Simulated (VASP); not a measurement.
# Hg (P6_222) in VASP: a series of runs

The runs below take Hg through single point, relaxation of cell and atoms, with PBE.

Everything below comes from runs of VASP 6.6.1. Logs are shortened: lines on timing, memory, paths and dates and some standing lists are left out, and cuts for length are marked.

## 1. The cell of the first run

The structure is hexagonal, space group P6_222 (No. 180). The conventional cell has a = 5.922 Å, b = 5.922 Å, c = 3.495 Å, α = 90.00°, β = 90.00°, γ = 120.00°. Hg (site symmetry 222) has 10 Hg at 3.18 to 3.77 Å within 4.2 Å.

## 2. Single point, PBE

The input, INCAR:

```
  PREC = Accurate
  ENCUT = 520
  EDIFF = 1E-6
  ISMEAR = 0
  SIGMA = 0.1
  LREAL = F
  LASPH = T
  NELM = 100
  ALGO = Normal
  ISIF = 2
  LWAVE = F
  LCHARG = T
  GGA = PE
  LELF = T
  LVHAR = T
  NBANDS = 25
```

The input, KPOINTS:

```
Automatic mesh
0
Gamma
  6 6 4
```

The input, POSCAR:

```
Hg
1.0
    5.9220238382      0.0000000000      0.0000000000
   -2.9610119191      5.1286230857      0.0000000000
    0.0000000000      0.0000000000      3.4952890767
Hg
3
Direct
    0.0000000000      0.5000000000      0.6666666667
    0.5000000000      0.0000000000      0.0000000000
    0.5000000000      0.5000000000      0.3333333333
```

Potentials or basis: VASP PAW PBE potentials, release 64 (Hg).

Started as:

```sh
$ cat potpaw_PBE.64/Hg/POTCAR > POTCAR
$ mpirun -np 1 vasp_std > vasp.out
```

OUTCAR:

```text
PREC = Accurate
   ENCUT = 520
   EDIFF = 1E-6
   ISMEAR = 0
   LREAL = F
   LASPH = T
   NELM = 100
   ISIF = 2
   GGA = PE

 ion  position               nearest neighbor table
   1  0.000  0.500  0.667-   2 3.18   2 3.18   3 3.18   3 3.18   3 3.77   3 3.77   2 3.77   2 3.77

   2  0.500  0.000  0.000-   1 3.18   3 3.18   3 3.18   1 3.18   1 3.77   3 3.77   1 3.77   3 3.77

   3  0.500  0.500  0.333-   2 3.18   2 3.18   1 3.18   1 3.18   1 3.77   1 3.77   2 3.77   2 3.77

  LATTYP: Found a hexagonal cell.
 ALAT       =     5.9220238382
 C/A-ratio  =     0.5902186773

  Lattice vectors:

 A1 = (   5.9220238382,   0.0000000000,   0.0000000000)
 A2 = (  -2.9610119191,   5.1286230857,   0.0000000000)
 A3 = (   0.0000000000,   0.0000000000,   3.4952890767)

Analysis of symmetry for initial positions (statically):
=====================================================================
 Subroutine PRICEL returns:
 Original cell was already a primitive cell.

 Routine SETGRP: Setting up the symmetry group for a
 hexagonal supercell.

 Subroutine GETGRP returns: Found 12 space group operations
 (whereof  4 operations were pure point group operations)
 out of a pool of 24 trial point group operations.

The static configuration has the point symmetry D_2 .
 The point group associated with its full space group is D_6 .

Analysis of symmetry for dynamics (positions and initial velocities):
=====================================================================
 Subroutine PRICEL returns:
 Original cell was already a primitive cell.

 Routine SETGRP: Setting up the symmetry group for a
 hexagonal supercell.

 Subroutine GETGRP returns: Found 12 space group operations
 (whereof  4 operations were pure point group operations)
 out of a pool of 24 trial point group operations.

The dynamic configuration has the point symmetry D_2 .
 The point group associated with its full space group is D_6 .

 Subroutine INISYM returns: Found 12 space group operations
 (whereof  4 operations are pure point group operations),
 and found     1 'primitive' translations

----------------------------------------------------------------------------------------

                                     Primitive cell

  volume of cell :     106.1583

  direct lattice vectors                    reciprocal lattice vectors
     5.922023838  0.000000000  0.000000000     0.168861191  0.097492054  0.000000000
    -2.961011919  5.128623086  0.000000000     0.000000000  0.194984108  0.000000000
     0.000000000  0.000000000  3.495289077     0.000000000  0.000000000  0.286099369

  length of vectors
     5.922023838  5.922023838  3.495289077     0.194984108  0.194984108  0.286099369

  position of ions in fractional coordinates (direct lattice)
     1.000000000  0.500000000  0.666666667
     0.500000000  0.000000000  0.000000000
     0.500000000  0.500000000  0.333333333

  ion indices of the primitive-cell ions
   primitive index   ion index
                 1           1
                 2           2
                 3           3

----------------------------------------------------------------------------------------

 KPOINTS: Automatic mesh

Automatic generation of k-mesh.
 Grid dimensions read from file:
 generate k-points for:    6    6    4

 Generating k-lattice:

  Cartesian coordinates                     Fractional coordinates (reciprocal lattice)
     0.028143532  0.016248676  0.000000000     0.166666667  0.000000000  0.000000000
     0.000000000  0.032497351  0.000000000     0.000000000  0.166666667  0.000000000
     0.000000000  0.000000000  0.071524842     0.000000000  0.000000000  0.250000000

  Length of vectors
     0.032497351  0.032497351  0.071524842

  Shift w.r.t. Gamma in fractional coordinates (k-lattice)
     0.000000000  0.000000000  0.000000000

 Subroutine IBZKPT returns following result:
 ===========================================

 Found     21 irreducible k-points:

 Following reciprocal coordinates:
            Coordinates               Weight
  0.000000  0.000000  0.000000      1.000000
  0.166667  0.000000  0.000000      6.000000
  0.333333  0.000000  0.000000      6.000000
  0.500000  0.000000  0.000000      3.000000
  0.166667  0.166667  0.000000      6.000000
  0.333333  0.166667  0.000000     12.000000
[... 13 lines left out ...]
  0.333333  0.166667  0.500000     12.000000
  0.333333  0.333333  0.500000      2.000000
   k-points           NKPTS =     21   k-points in BZ     NKDIM =     21   number of bands    NBANDS=     25
   number of dos      NEDOS =    301   number of ions     NIONS =      3
   total plane-waves  NPLWV =  64512
   dimension x,y,z NGX =    48 NGY =   48 NGZ =   28
   dimension x,y,z NGXF=    96 NGYF=   96 NGZF=   56
   ions per type =               3
   NGX,Y,Z   is equivalent  to a cutoff of  13.47, 13.47, 13.32 a.u.
   NGXF,Y,Z  is equivalent  to a cutoff of  26.95, 26.95, 26.64 a.u.
 SYSTEM =  unknown system
   PREC   = accura    normal or accurate (medium, high low for compatibility)
   ISTART =      0    job   : 0-new  1-cont  2-samecut
   ICHARG =      2    charge: 1-file 2-atom 10-const
   ISPIN  =      1    spin polarized calculation?
   LNONCOLLINEAR =      F non collinear calculations
   LSORBIT =      F    spin-orbit coupling
   LASPH  =      T    aspherical Exc in radial PAW
   ENCUT  =  520.0 eV  38.22 Ry    6.18 a.u.  11.01 11.01  6.50*2*pi/ulx,y,z
   NELM   =    100;   NELMIN=  2; NELMDL= -5     # of ELM steps
   EDIFF  = 0.1E-05   stopping-criterion for ELM
   LREAL  =      F    real-space projection
   EDIFFG = 0.1E-04   stopping-criterion for IOM
   NSW    =      0    number of steps for IOM
   IBRION =     -1    ionic relax: 0-MD 1-quasi-New 2-CG
   NFREE  =      0    steps in history (QN), initial steepest desc. (CG)
   ISIF   =      2    stress and relaxation
   ISYM   =      2    0-nonsym 1-usesym 2-fastsym
   POTIM  = 0.5000    time-step for ionic-motion
   TEBEG  =    0.0;   TEEND  =   0.0 temperature during run
   PSTRESS=    0.0 pullay stress
   NELECT =      36.0000    total number of electrons
   NUPDOWN=      -1.0000    fix difference up-down
   EMIN   =  10.00;   EMAX   =-10.00  energy-range for DOS
   EFERMI =   0.00;   METHOD = LEGACY
   ISMEAR =     0;   SIGMA  =   0.10  broadening in eV -4-tet -1-fermi 0-gaus
   EFERMI_NEDOS =   21; number of points for ismear=-14 and -15
   IALGO  =     38    algorithm
   IMIX   =      4    mixing-type and parameters
     AMIX     =   0.40;   BMIX     =  1.00
     AMIX_MAG =   1.60;   BMIX_MAG =  1.00
  volume/ion in A,a.u.               =      35.39       238.80
  Fermi-wavevector in a.u.,A,eV,Ry     =   1.141627  2.157363 17.732646  1.303313
  Thomas-Fermi vector in A             =   2.278327
   LORBIT       =      0    0 simple, 1 ext, 2 COOP (PROOUT), +10 PAW based schemes
   GGA     = PE    functional components
   LHFCALC =     F    Hartree Fock is set to
   AEXX    =    0.0000 exact exchange contribution
   IVDW    =     0    specifies the selected vdW correction
   LEPSILON=     F    determine dielectric tensor
   LRPA    =     F    only Hartree local field effects (RPA)
 non-spin polarized calculation
 Gauss-broadening in eV      SIGMA  =   0.10
  energy-cutoff  :      520.00
  volume of cell :      106.16
 maximum number of plane-waves:      2880
 NGX is ok and might be reduce to    48
   NGX = 21   NGY = 21   NGZ = 13

 number of electron      35.9999996 magnetization

 Free energy of the ion-electron system (eV)
  ---------------------------------------------------
  ext. energy  EPLUGINS =         0.00000000
  ---------------------------------------------------
  free energy    TOTEN  =        -0.51306408 eV

  energy without entropy =       -0.50823278  energy(sigma->0) =       -0.51064843

 E-fermi :   0.4396     XC(G=0):  -8.5118

 val. band max:        0.0118595608   @ k =   0.0000   0.0000   0.2500
 cond. band min:       0.4748246190   @ k =   0.5000   0.0000   0.5000
 fundamental gap:      0.4629650582
 Fermi energy:         0.4396234060

 k-point     1 :       0.0000    0.0000    0.0000
  band No.  band energies     occupation
      1      -7.1273      2.00000
      2      -6.5243      2.00000
      3      -6.5243      2.00000
      4      -6.2851      2.00000
      5      -6.2851      2.00000
      6      -6.0592      2.00000
[... 17 lines left out ...]
     24       8.4927      0.00000
     25      11.7005      0.00000

 k-point     2 :       0.1667    0.0000    0.0000
  band No.  band energies     occupation
      1      -7.0081      2.00000
      2      -6.5125      2.00000
      3      -6.4837      2.00000
      4      -6.3059      2.00000
      5      -6.3048      2.00000
      6      -6.0961      2.00000
[... 17 lines left out ...]
     24       8.5996      0.00000
     25      10.3876      0.00000

 k-point     3 :       0.3333    0.0000    0.0000
  band No.  band energies     occupation
      1      -6.7473      2.00000
      2      -6.4474      2.00000
      3      -6.4471      2.00000
      4      -6.3571      2.00000
      5      -6.2541      2.00000
      6      -6.1415      2.00000
[... 17 lines left out ...]
     24       8.5941      0.00000
     25       8.9704      0.00000

 k-point     4 :       0.5000    0.0000    0.0000
  band No.  band energies     occupation
      1      -6.6298      2.00000
      2      -6.4577      2.00000
      3      -6.4152      2.00000
      4      -6.2895      2.00000
      5      -6.1532      2.00000
      6      -6.1418      2.00000
[... 17 lines left out ...]
     24       8.7124      0.00000
     25       9.1830      0.00000
[... 393 lines left out ...]
 k-point    19 :       0.1667    0.1667    0.5000
  band No.  band energies     occupation
      1      -6.6646      2.00000
      2      -6.6018      2.00000
      3      -6.3479      2.00000
      4      -6.2837      2.00000
      5      -6.1918      2.00000
      6      -6.0934      2.00000
[... 17 lines left out ...]
     24       6.4121      0.00000
     25       7.0551      0.00000

 k-point    20 :       0.3333    0.1667    0.5000
  band No.  band energies     occupation
      1      -6.8025      2.00000
      2      -6.5871      2.00000
      3      -6.4392      2.00000
      4      -6.3423      2.00000
      5      -6.2890      2.00000
      6      -6.1074      2.00000
[... 17 lines left out ...]
     24       6.8898      0.00000
     25       7.7983      0.00000

 k-point    21 :       0.3333    0.3333    0.5000
  band No.  band energies     occupation
      1      -6.8656      2.00000
      2      -6.5062      2.00000
      3      -6.5062      2.00000
      4      -6.2911      2.00000
      5      -6.2911      2.00000
      6      -6.2780      2.00000
[... 17 lines left out ...]
     24       7.2639      0.00000
     25       7.3082      0.00000

------------------------ aborting loop because EDIFF is reached ----------------------------------------

  FORCE on cell =-STRESS in cart. coord.  units (eV):
  Direction    XX          YY          ZZ          XY          YZ          ZX
  --------------------------------------------------------------------------------------
  -------------------------------------------------------------------------------------
  Total        0.0394104      0.0394104     -0.1019779      0.0000000      0.0000000      0.0000000
  in kB        0.5947947      0.5947947     -1.5390855      0.0000000      0.0000000      0.0000000
  external PRESSURE =      -0.1164987 kB  Pullay stress =       0.0000000 kB

 VOLUME and BASIS-vectors are now :
 -----------------------------------------------------------------------------
  energy-cutoff  :      520.00
  volume of cell :      106.16
      direct lattice vectors                 reciprocal lattice vectors
     5.922023838  0.000000000  0.000000000     0.168861191  0.097492054  0.000000000
    -2.961011919  5.128623086  0.000000000     0.000000000  0.194984108  0.000000000
     0.000000000  0.000000000  3.495289077     0.000000000  0.000000000  0.286099369

 POSITION                                       TOTAL-FORCE (eV/Angst)
 -----------------------------------------------------------------------------------
     -1.48051      2.56431      2.33019         0.000000     -0.000000     -0.000000
      2.96101      0.00000      0.00000        -0.000000      0.000000     -0.000000
      1.48051      2.56431      1.16510        -0.000000     -0.000000      0.000000
 -----------------------------------------------------------------------------------
    total drift:                                0.000000      0.000000      0.000000

  FREE ENERGIE OF THE ION-ELECTRON SYSTEM (eV)
  ---------------------------------------------------
  free  energy   TOTEN  =        -0.5130640819 eV

  energy  without entropy=       -0.5082327849  energy(sigma->0) =       -0.51064843
```

Wall time 36 s (1 thread of Intel Xeon Platinum 8259CL at 2.50GHz (Skylake/Cascade Lake), shared host); peak memory 0.24 GiB.

Results:

| Item | Value |
| --- | --- |
| Free energy | -0.5131 eV |
| Pressure | 0.0 GPa |
| Band gap on the k mesh | zero (band 18 reaches 1.29 eV, above the bottom of band 19 at -0.08 eV) |

Stress tensor (GPa, compression positive):
```
 0.06  0.00  0.00
 0.00  0.06  0.00
 0.00  0.00 -0.15
```

Caveat: the k points lie up to 0.45 Å⁻¹ apart; spin-orbit coupling is left out, which moves the levels of the heavy elements.

## 3. Relaxation of cell and atoms, PBE

This run uses another cell than the first one, of 39.86 Å³/atom, 1.127 times its volume.

The input, INCAR:

```
SYSTEM = Hg
PREC = Accurate
ENCUT = 600
EDIFF = 1E-6
ISMEAR = 0
SIGMA = 0.1
LREAL = .False.
LASPH = .True.
NELM = 100
ALGO = Normal
ISIF = 3
LWAVE = .False.
LCHARG = .False.
GGA = PE
IBRION = 2
NSW = 90
EDIFFG = -0.04
```

The input, KPOINTS:

```
regular mesh
0
Gamma
  6 6 4
  0 0 0
```

The input, POSCAR:

```
Hg
1.0
    5.4685659713      0.0000000000      0.0000000000
   -2.7342829856      4.7359170534      0.0000000000
    0.0000000000      0.0000000000      4.6175965207
Hg
3
Direct
    0.0000000000      0.5000000000      0.6666666667
    0.5000000000      0.0000000000      0.0000000000
    0.5000000000      0.5000000000      0.3333333333
```

Potentials or basis: VASP PAW PBE potentials, release 64 (Hg).

Started as:

```sh
$ cat potpaw_PBE.64/Hg/POTCAR > POTCAR
$ mpirun -np 1 vasp_std > vasp.out
```

Wall time 21 min (1 thread of Intel Xeon Platinum 8259CL at 2.50GHz (Skylake/Cascade Lake), shared host); peak memory 0.33 GiB.

The run converged. Its results:

| Property | Result |
| --- | --- |
| Free energy | -0.5112 eV |
| Relaxed volume | 35.47 Å³/atom |
| Relaxed cell | a = 5.963 Å, b = 5.963 Å, c = 3.456 Å, α = 90.00°, β = 90.00°, γ = 120.00° |
| Space group after relaxing (to 0.05 Å) | P6_222 (No. 180) |
| Energy gained by relaxing | 36.2 meV/atom |
| Ionic steps | 27 |
| Pressure after relaxing | 0.0 GPa |
| Band gap on the k mesh | zero (band 18 reaches 1.28 eV, above the bottom of band 19 at -0.13 eV) |

Stress tensor (GPa, compression positive):
```
-0.07  0.00  0.00
 0.00 -0.07  0.00
 0.00  0.00  0.13
```

The path:
```tsv
step	energy change (eV)	largest force (eV/Å)	pressure (GPa)	volume (Å³)
1	0.0000	0.0000	-0.16	119.59
2	-0.0014	0.0000	-0.17	118.90
3	-0.0058	0.0000	-0.19	116.85
4	-0.0138	0.0000	-0.04	112.78
5	-0.0144	0.0000	0.58	104.76
6	-0.0171	0.0000	0.30	108.36
7	-0.0186	0.0000	0.33	108.10
8	-0.0235	0.0000	0.35	107.29
9	-0.0347	0.0000	0.43	105.57
10	-0.0634	0.0000	0.61	101.71
11	0.0299	0.0000	2.10	92.27
12	-0.0743	0.0000	0.74	100.10
13	-0.0686	0.0000	1.41	96.38
14	-0.0790	0.0000	0.92	98.51
15	-0.0785	0.0000	1.03	98.00
16	-0.0824	0.0000	1.04	98.26
17	-0.0832	0.0000	1.03	98.93
18	-0.0858	0.0000	1.06	98.60
19	-0.0858	0.0000	1.06	98.71
20	-0.0921	0.0000	0.85	99.78
21	-0.1041	0.0000	0.38	103.03
22	-0.1042	0.0000	-0.27	109.74
23	-0.1075	0.0000	-0.01	106.58
24	-0.1076	0.0000	0.03	106.24
25	-0.1076	0.0000	0.00	106.39
26	-0.1080	0.0000	-0.02	106.40
27	-0.1087	0.0000	0.00	106.42
```

Final structure:
```xyz
3
Lattice="5.9627 0.0000 0.0000 -2.9813 5.1638 0.0000 0.0000 0.0000 3.4562" Properties=species:S:1:pos:R:3 pbc="T T T"
Hg   -1.4907    2.5819    2.3042
Hg    2.9813    0.0000    0.0000
Hg    1.4907    2.5819    1.1521
```

Levels at points of the mesh, in eV from the Fermi level:
| k point | band 16 | band 17 | band 18 | band 19 | band 20 | band 21 |
| --- | --- | --- | --- | --- | --- | --- |
| (0.00, 0.00, 0.00) | -5.64 | -1.20 | -1.20 | -0.59 | 1.16 | 1.16 |
| (0.50, 0.00, 0.00) | -5.56 | -4.89 | -2.00 | 0.27 | 5.03 | 5.25 |
| (0.00, 0.00, 0.50) | -3.17 | -3.17 | 0.82 | 2.72 | 2.72 | 3.65 |
| (0.50, 0.00, 0.50) | -2.48 | -1.94 | -1.78 | 0.04 | 1.93 | 1.97 |

Caveat: spin-orbit coupling is left out, which moves the levels of the heavy elements.
